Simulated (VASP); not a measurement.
# HfB2 in VASP: further runs

The runs below take HfB2 through single point, with PBE.

Program: VASP 6.6.1. These are calculated values, not measurements. Logs are shortened: lines on timing, memory, paths and dates and some standing lists are left out, and cuts for length are marked.

## (1) The cell of the first run

It takes space group P6mm (No. 183, hexagonal). The conventional cell has a = 3.351 Å, b = 3.351 Å, c = 3.401 Å, α = 90.00°, β = 90.00°, γ = 120.00°. Within 3.3 Å of Hf (site symmetry 6mm) lie 12 B at 2.54 to 2.62 Å. B (site symmetry 3m) has 3 B at 1.93 Å and 3 Hf at 2.54 Å within 2.6 Å.

## (2) Single point, PBE (strained and its atoms moved)

INCAR

```
SYSTEM = HfB2
PREC = Accurate
ENCUT = 520
EDIFF = 1E-6
ISMEAR = 0
SIGMA = 0.1
LREAL = .FALSE.
LASPH = .TRUE.
NELM = 80
ALGO = Normal
ISIF = 2
LWAVE = .FALSE.
LCHARG = .FALSE.
GGA = PE
NBANDS = 15
```

KPOINTS

```
regular mesh
0
G
  12 12 12
  0 0 0
```

POSCAR

```
HfB2
1.0
    3.3514791073      0.0000000000      0.0000000000
   -1.6757395537      2.9024660471      0.0000000000
    0.0000000000      0.0000000000      3.4011780000
Hf B
1 2
Direct
    0.0000000000      0.0000000000     -0.0121914962
    0.3333333333      0.6666666667      0.5060957481
    0.6666666667      0.3333333333      0.5060957481
```

Potentials or basis: VASP PAW PBE potentials, release 64 (Hf_pv, B).

Run with:

```
cat potpaw_PBE.64/Hf_pv/POTCAR potpaw_PBE.64/B/POTCAR > POTCAR
mpirun -np 1 vasp_std > vasp.out
```

OUTCAR:

```text
SYSTEM = HfB2
   PREC = Accurate
   ENCUT = 520
   EDIFF = 1E-6
   ISMEAR = 0
   LREAL = .FALSE.
   LASPH = .TRUE.
   NELM = 80
   ISIF = 2
   GGA = PE

 ion  position               nearest neighbor table
   1  0.000  0.000  0.988-   2 2.54   3 2.54   2 2.54   3 2.54   3 2.54   2 2.54   2 2.62   3 2.62
                             2 2.62   3 2.62   2 2.62   3 2.62
   2  0.333  0.667  0.506-   3 1.93   3 1.93   3 1.93   1 2.54   1 2.54   1 2.54   1 2.62   1 2.62
                             1 2.62
   3  0.667  0.333  0.506-   2 1.93   2 1.93   2 1.93   1 2.54   1 2.54   1 2.54   1 2.62   1 2.62
                             1 2.62

  LATTYP: Found a hexagonal cell.
 ALAT       =     3.3514791073
 C/A-ratio  =     1.0148289430

  Lattice vectors:

 A1 = (   3.3514791073,   0.0000000000,   0.0000000000)
 A2 = (  -1.6757395537,   2.9024660471,   0.0000000000)
 A3 = (   0.0000000000,   0.0000000000,   3.4011780000)

Analysis of symmetry for initial positions (statically):
=====================================================================
 Subroutine PRICEL returns:
 Original cell was already a primitive cell.

 Routine SETGRP: Setting up the symmetry group for a
 hexagonal supercell.

 Subroutine GETGRP returns: Found 12 space group operations
 (whereof 12 operations were pure point group operations)
 out of a pool of 24 trial point group operations.

The static configuration has the point symmetry C_6v.

Analysis of symmetry for dynamics (positions and initial velocities):
=====================================================================
 Subroutine PRICEL returns:
 Original cell was already a primitive cell.

 Routine SETGRP: Setting up the symmetry group for a
 hexagonal supercell.

 Subroutine GETGRP returns: Found 12 space group operations
 (whereof 12 operations were pure point group operations)
 out of a pool of 24 trial point group operations.

The dynamic configuration has the point symmetry C_6v.

 Subroutine INISYM returns: Found 12 space group operations
 (whereof 12 operations are pure point group operations),
 and found     1 'primitive' translations

----------------------------------------------------------------------------------------

                                     Primitive cell

  volume of cell :      33.0851

  direct lattice vectors                    reciprocal lattice vectors
     3.351479107  0.000000000  0.000000000     0.298375722  0.172267304  0.000000000
    -1.675739554  2.902466047  0.000000000     0.000000000  0.344534607  0.000000000
     0.000000000  0.000000000  3.401178000     0.000000000  0.000000000  0.294015779

  length of vectors
     3.351479107  3.351479107  3.401178000     0.344534607  0.344534607  0.294015779

  position of ions in fractional coordinates (direct lattice)
     0.000000000  0.000000000  0.987808504
     0.333333333  0.666666667  0.506095748
     0.666666667  0.333333333  0.506095748

  ion indices of the primitive-cell ions
   primitive index   ion index
                 1           1
                 2           2
                 3           3

----------------------------------------------------------------------------------------

 KPOINTS: regular mesh

Automatic generation of k-mesh.
 Grid dimensions read from file:
 generate k-points for:   12   12   12

 Generating k-lattice:

  Cartesian coordinates                     Fractional coordinates (reciprocal lattice)
     0.024864644  0.014355609  0.000000000     0.083333333  0.000000000  0.000000000
     0.000000000  0.028711217  0.000000000     0.000000000  0.083333333  0.000000000
     0.000000000  0.000000000  0.024501315     0.000000000  0.000000000  0.083333333

  Length of vectors
     0.028711217  0.028711217  0.024501315

  Shift w.r.t. Gamma in fractional coordinates (k-lattice)
     0.000000000  0.000000000  0.000000000

 Subroutine IBZKPT returns following result:
 ===========================================

 Found    133 irreducible k-points:

 Following reciprocal coordinates:
            Coordinates               Weight
  0.000000  0.000000  0.000000      1.000000
  0.083333  0.000000  0.000000      6.000000
  0.166667  0.000000  0.000000      6.000000
  0.250000  0.000000  0.000000      6.000000
  0.333333 -0.000000  0.000000      6.000000
  0.416667 -0.000000  0.000000      6.000000
[... 16 lines left out ...]
  0.250000  0.000000  0.083333     12.000000
  0.333333 -0.000000  0.083333     12.000000
 [... further k-points ...]
   k-points           NKPTS =    133   k-points in BZ     NKDIM =    133   number of bands    NBANDS=     15
   number of dos      NEDOS =    301   number of ions     NIONS =      3
   total plane-waves  NPLWV =  21952
   dimension x,y,z NGX =    28 NGY =   28 NGZ =   28
   dimension x,y,z NGXF=    56 NGYF=   56 NGZF=   56
   ions per type =               1   2
   NGX,Y,Z   is equivalent  to a cutoff of  13.89, 13.89, 13.69 a.u.
   NGXF,Y,Z  is equivalent  to a cutoff of  27.78, 27.78, 27.37 a.u.
 SYSTEM =  HfB2
   PREC   = accura    normal or accurate (medium, high low for compatibility)
   ISTART =      0    job   : 0-new  1-cont  2-samecut
   ICHARG =      2    charge: 1-file 2-atom 10-const
   ISPIN  =      1    spin polarized calculation?
   LNONCOLLINEAR =      F non collinear calculations
   LSORBIT =      F    spin-orbit coupling
   LASPH  =      T    aspherical Exc in radial PAW
   ENCUT  =  520.0 eV  38.22 Ry    6.18 a.u.   6.23  6.23  6.32*2*pi/ulx,y,z
   NELM   =     80;   NELMIN=  2; NELMDL= -5     # of ELM steps
   EDIFF  = 0.1E-05   stopping-criterion for ELM
   LREAL  =      F    real-space projection
   EDIFFG = 0.1E-04   stopping-criterion for IOM
   NSW    =      0    number of steps for IOM
   IBRION =     -1    ionic relax: 0-MD 1-quasi-New 2-CG
   NFREE  =      0    steps in history (QN), initial steepest desc. (CG)
   ISIF   =      2    stress and relaxation
   ISYM   =      2    0-nonsym 1-usesym 2-fastsym
   POTIM  = 0.5000    time-step for ionic-motion
   TEBEG  =    0.0;   TEEND  =   0.0 temperature during run
   PSTRESS=    0.0 pullay stress
   NELECT =      16.0000    total number of electrons
   NUPDOWN=      -1.0000    fix difference up-down
   EMIN   =  10.00;   EMAX   =-10.00  energy-range for DOS
   EFERMI =   0.00;   METHOD = LEGACY
   ISMEAR =     0;   SIGMA  =   0.10  broadening in eV -4-tet -1-fermi 0-gaus
   EFERMI_NEDOS =   21; number of points for ismear=-14 and -15
   IALGO  =     38    algorithm
   IMIX   =      4    mixing-type and parameters
     AMIX     =   0.40;   BMIX     =  1.00
     AMIX_MAG =   1.60;   BMIX_MAG =  1.00
  volume/ion in A,a.u.               =      11.03        74.42
  Fermi-wavevector in a.u.,A,eV,Ry     =   1.285002  2.428302 22.466351  1.651230
  Thomas-Fermi vector in A             =   2.417162
   LORBIT       =      0    0 simple, 1 ext, 2 COOP (PROOUT), +10 PAW based schemes
   GGA     = PE    functional components
   LHFCALC =     F    Hartree Fock is set to
   AEXX    =    0.0000 exact exchange contribution
   IVDW    =     0    specifies the selected vdW correction
   LEPSILON=     F    determine dielectric tensor
   LRPA    =     F    only Hartree local field effects (RPA)
 non-spin polarized calculation
 Gauss-broadening in eV      SIGMA  =   0.10
  energy-cutoff  :      520.00
  volume of cell :       33.09
 maximum number of plane-waves:       912
 NGX is ok and might be reduce to    28
   NGX = 13   NGY = 13   NGZ = 13

 number of electron      16.0000000 magnetization

 Free energy of the ion-electron system (eV)
  ---------------------------------------------------
  ext. energy  EPLUGINS =         0.00000000
  ---------------------------------------------------
  free energy    TOTEN  =       -25.95794591 eV

  energy without entropy =      -25.95636444  energy(sigma->0) =      -25.95715518

 E-fermi :   6.8560     XC(G=0): -12.1115

 val. band max:        6.8067117231   @ k =   0.0833   0.0000   0.3333
 cond. band min:       6.8648974560   @ k =   0.0833   0.0000   0.2500
 fundamental gap:      0.0581857329
 Fermi energy:         6.8560304486

 k-point     1 :       0.0000    0.0000    0.0000
  band No.  band energies     occupation
      1     -23.9559      2.00000
      2     -23.7317      2.00000
      3     -23.7317      2.00000
      4      -6.2151      2.00000
      5       3.6047      2.00000
      6       3.6047      2.00000
      7       4.2838      2.00000
      8       5.0848      2.00000
      9       9.8192      0.00000
     10      10.2199      0.00000
     11      10.2199      0.00000
     12      11.0040      0.00000
     13      11.0040      0.00000
     14      11.6962      0.00000
     15      11.6962      0.00000

 k-point     2 :       0.0833    0.0000    0.0000
  band No.  band energies     occupation
      1     -23.9517      2.00000
      2     -23.7602      2.00000
      3     -23.7382      2.00000
      4      -6.0840      2.00000
      5       3.2052      2.00000
      6       3.6077      2.00000
      7       4.3167      2.00000
      8       5.0175      2.00000
      9       9.7816      0.00000
     10      10.0858      0.00000
     11      10.4257      0.00000
     12      10.6354      0.00000
     13      10.7816      0.00000
     14      12.1777      0.00000
     15      12.4618      0.00000
[... 365 lines left out ...]
      3     -23.7784      2.00000
      4      -5.0107      2.00000
      5       1.1499      2.00000
      6       3.5257      2.00000
      7       3.7399      2.00000
      8       5.0290      2.00000
      9       8.7888      0.00000
     10       9.2286      0.00000
     11      10.3739      0.00000
     12      10.9452      0.00000
     13      12.6909      0.00000
     14      13.4921      0.00000
     15      13.5753      0.00000

 k-point    24 :       0.3333   -0.0000    0.0833
  band No.  band energies     occupation
      1     -24.0393      2.00000
      2     -23.9263      2.00000
      3     -23.8024      2.00000
      4      -4.2371      2.00000
      5      -0.0325      2.00000
      6       3.4036      2.00000
      7       3.7404      2.00000
      8       4.6132      2.00000
      9       9.1257      0.00000
     10       9.4785      0.00000
     11       9.8657      0.00000
     12      10.9011      0.00000
     13      12.9527      0.00000
     14      14.3222      0.00000
     15      15.3729      0.00000

 [... further k-points ...]

------------------------ aborting loop because EDIFF is reached ----------------------------------------

  FORCE on cell =-STRESS in cart. coord.  units (eV):
  Direction    XX          YY          ZZ          XY          YZ          ZX
  --------------------------------------------------------------------------------------
  -------------------------------------------------------------------------------------
  Total       -6.3909362     -6.3909362     -0.7665529      0.0000000      0.0000000      0.0000000
  in kB     -309.4867328   -309.4867328    -37.1209996      0.0000000      0.0000000      0.0000000
  external PRESSURE =    -218.6981551 kB  Pullay stress =       0.0000000 kB

 VOLUME and BASIS-vectors are now :
 -----------------------------------------------------------------------------
  energy-cutoff  :      520.00
  volume of cell :       33.09
      direct lattice vectors                 reciprocal lattice vectors
     3.351479107  0.000000000  0.000000000     0.298375722  0.172267304  0.000000000
    -1.675739554  2.902466047  0.000000000     0.000000000  0.344534607  0.000000000
     0.000000000  0.000000000  3.401178000     0.000000000  0.000000000  0.294015779

 POSITION                                       TOTAL-FORCE (eV/Angst)
 -----------------------------------------------------------------------------------
      0.00000      0.00000      3.35971        -0.000000     -0.000000      0.751870
     -0.00000      1.93498      1.72132        -0.000000      0.000000     -0.375935
      1.67574      0.96749      1.72132         0.000000     -0.000000     -0.375935
 -----------------------------------------------------------------------------------
    total drift:                               -0.000000     -0.000000     -0.000137

  FREE ENERGIE OF THE ION-ELECTRON SYSTEM (eV)
  ---------------------------------------------------
  free  energy   TOTEN  =       -25.9579459090 eV

  energy  without entropy=      -25.9563644447  energy(sigma->0) =      -25.95715518
```

It took 26 s on 1 thread of Intel Xeon 6975P-C (Granite Rapids), shared host; peak memory 0.2 GiB.

What came out:

| Item | Value |
| --- | --- |
| Free energy | -25.9579 eV |
| Pressure | -21.9 GPa |
| Largest force | 0.752 eV/Å |
| Band gap on the k mesh | zero (band 8 reaches 7.47 eV, above the bottom of band 9 at 6.38 eV) |

Forces in eV/Å, atoms in the order of the input:
```
Hf   0.000  0.000  0.752
B    0.000  0.000 -0.376
B    0.000  0.000 -0.376
```

Caveat: the cell differs from its parent crystal (strained and its atoms moved); spin-orbit coupling is left out, which moves the levels of the heavy elements.

(Continued in part 2 of 2.)
